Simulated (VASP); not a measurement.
A run of VASP 6.6.1:

File POSCAR:

```
Ge
1.0
    0.0000000000      2.7403123994      3.0143436393
    2.7403123994      0.0000000000      3.0143436393
    2.7403123994      2.7403123994      0.0000000000
Ge
2
Direct
    0.5000000000      0.5000000000      0.5000000000
    0.7500000000      0.7500000000      0.7500000000
```

File INCAR.step1:

```
  PREC = Accurate
  ENCUT = 520
  ISMEAR = 0
  SIGMA = 0.05
  LREAL = False
  LASPH = True
  NELM = 100
  NBANDS = 21
  GGA = PE
  ALGO = Normal
  EDIFF = 1E-4
  LWAVE = True
  LCHARG = False
```

INCAR.step2

```
  PREC = Accurate
  ENCUT = 520
  EDIFF = 1E-6
  ISMEAR = 0
  SIGMA = 0.05
  LREAL = False
  LASPH = True
  NELM = 100
  ALGO = Normal
  ISIF = 2
  LWAVE = False
  LCHARG = False
  METAGGA = R2SCAN
  LMIXTAU = True
  NBANDS = 21
  ISTART = 1
```

KPOINTS

```
Automatic mesh
0
Gamma
  12 12 12
```

Potentials or basis: VASP PAW PBE potentials, release 64 (Ge_d).

Run with:

```bash
$ cat potpaw_PBE.64/Ge_d/POTCAR > POTCAR
$ cp INCAR.step1 INCAR
$ mpirun -np 1 vasp_std > vasp.out
$ cp INCAR.step2 INCAR
$ mpirun -np 1 vasp_std > vasp.out
```

Hardware: 1 thread of Intel(R) Xeon(R) 6975P-C (Granite Rapids), on a shared host.

Estimate the wall time of this run.

Run time: 3.6 min on 1 thread of Intel(R) Xeon(R) 6975P-C (Granite Rapids) (shared host), peak memory 0.25 GiB. Counts: k points 163.
